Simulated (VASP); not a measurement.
Crystal: ZrN.

```
Zr N
1.0
     0.00000    2.30000    2.30000
     2.30000    0.00000    2.30000
     2.30000    2.30000    0.00000
Zr N
1 1
Direct
  0.50000 0.50000 0.50000
  0.00000 0.00000 0.00000
```

Base run:

| Item | Value |
| --- | --- |
| Program | VASP 6.6.1 |
| Functional | LDA |
| Potentials or basis | VASP PAW LDA potentials, release 64 (Zr_sv, N) |
| Cutoff | 600 eV |
| k mesh | 8 × 8 × 8 |
| Occupations | methfessel-paxton, width 0.15 eV |
| Spin | no spin polarisation |

Its results: pressure -11.8 GPa.

Question: The run is repeated on the same cell with these changes: k mesh from 8 × 8 × 8 to 3 × 3 × 3. What comes out?

Answer: Pressure -9.9 GPa.

Caveats: some runs use coarse meshes.
